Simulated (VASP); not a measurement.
Input of a VASP 6.6.1 run:

Contents of INCAR:

```
SYSTEM = CaO
ALGO = Normal
EDIFF = 1E-6
ENCUT = 520
GGA = PE
ISIF = 2
ISMEAR = 0
LASPH = .TRUE.
LCHARG = .FALSE.
LREAL = .FALSE.
LWAVE = .FALSE.
NBANDS = 24
NELM = 60
PREC = Accurate
SIGMA = 0.05
```

The input KPOINTS:

```
k-points
0
G
  9 9 6
  0 0 0
```

POSCAR

```
CaO
1.0
    3.8577024706      0.0000000000      0.0000000000
   -1.9288512353      3.5954305074      0.0000000000
    0.0000000000      0.0000000000      4.8077584735
Ca O
2 2
Direct
    0.3333333333      0.6666666667      0.7500000000
    0.6666666667      0.3333333333      0.2500000000
    0.3333333333      0.6666666667      0.2500000000
    0.6666666667      0.3333333333      0.7500000000
```

Potentials or basis: VASP PAW PBE potentials, release 64 (Ca_sv, O).

The run is started by

```console
$ cat potpaw_PBE.64/Ca_sv/POTCAR potpaw_PBE.64/O/POTCAR > POTCAR
$ mpirun -np 1 vasp_std > vasp.out
```

Task: Estimate the pressure.

Result: 0.8 GPa.

Task: Predict the band gap on the k mesh.

Result: 3.14 eV, direct.

Task: Predict the largest force.

Result: 0.405 eV/Å.

Forces in eV/Å, atoms in the order of the input:
```
Ca   0.000  0.405  0.000
Ca   0.000 -0.405  0.000
O    0.000  0.305  0.000
O    0.000 -0.305  0.000
```

Caveat: the cell differs from its parent crystal (strain +e along x and -e along y -0.0367, strain +e along z and -e/2 along x and y +0.0000). A k mesh can miss the band edges.
